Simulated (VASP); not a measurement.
Set up this calculation in VASP 6.6.1, as the native input.

* Task: single point
* Functional: r2SCAN
* Potentials or basis: VASP PAW PBE potentials, release 64 (C)
* Cutoff: 520 eV
* k mesh: 8 × 8 × 8
* Occupations: gaussian, width 0.05 eV
* Spin: no spin polarisation
* Dipole correction: no
* Further INCAR settings: ALGO = Normal; EDIFF = 1e-06; NBANDS = 26

C:

```
C
1.0
    -2.50198    2.50198    2.46555
     2.50198   -2.50198    2.46555
     2.50198    2.50198   -2.46555
C
8
Direct
  0.32546 0.00000 0.00000
  0.67454 0.67454 0.67454
  0.00000 0.32546 0.00000
  0.00000 0.00000 0.32546
  0.00000 0.67454 0.00000
  0.32546 0.32546 0.32546
  0.67454 0.00000 0.00000
  0.00000 0.00000 0.67454
```

This cell differs from its parent crystal: strain +0.030 along x and y, +0.015 along z.

The input as run:

POSCAR

```
C
1.0
   -2.5019821499      2.5019821499      2.4655455167
    2.5019821499     -2.5019821499      2.4655455167
    2.5019821499      2.5019821499     -2.4655455167
C
8
Direct
    0.3254551632      0.0000000000      0.0000000000
    0.6745448368      0.6745448368      0.6745448368
    0.0000000000      0.3254551632      0.0000000000
    0.0000000000      0.0000000000      0.3254551632
    0.0000000000      0.6745448368      0.0000000000
    0.3254551632      0.3254551632      0.3254551632
    0.6745448368      0.0000000000      0.0000000000
    0.0000000000      0.0000000000      0.6745448368
```

INCAR.step1

```
SYSTEM = C
ALGO = Normal ; EDIFF = 1E-4
ENCUT = 520 ; GGA = PE
ISMEAR = 0 ; LASPH = .True.
LCHARG = .False. ; LREAL = .False.
LWAVE = .True. ; NBANDS = 26
NELM = 100 ; PREC = Accurate
SIGMA = 0.05
```

INCAR.step2

```
SYSTEM = C
ALGO = Normal ; EDIFF = 1E-6
ENCUT = 520 ; ISIF = 2
ISMEAR = 0 ; ISTART = 1
LASPH = .True. ; LCHARG = .True.
LELF = .True. ; LMIXTAU = .True.
LREAL = .False. ; LVHAR = .True.
LWAVE = .False. ; METAGGA = R2SCAN
NBANDS = 26 ; NELM = 100
PREC = Accurate ; SIGMA = 0.05
```

KPOINTS

```
k-points
0
Gamma
  8 8 8
  0 0 0
```

Potentials or basis: VASP PAW PBE potentials, release 64 (C).

Launch:

```bash
$ cat potpaw_PBE.64/C/POTCAR > POTCAR
$ cp INCAR.step1 INCAR
$ mpirun -np 1 vasp_std > vasp.out
$ cp INCAR.step2 INCAR
$ mpirun -np 1 vasp_std > vasp.out
```

It gave:

| Item | Value |
| --- | --- |
| Pressure | -20.4 GPa |
| Largest force | 0.375 eV/Å |
| Band gap on the k mesh | 2.87 eV (least direct gap 3.92 eV) |

Caveat: the cell differs from its parent crystal (strain +0.030 along x and y, +0.015 along z); the stress differs along the axes, from -23 to -16 GPa; the PAW data sets were made with another functional, which shifts forces and pressure a little.

It took 2.3 min on 1 thread of Intel(R) Xeon(R) 6975P-C (Granite Rapids), on a shared host, peak memory 0.19 GiB.
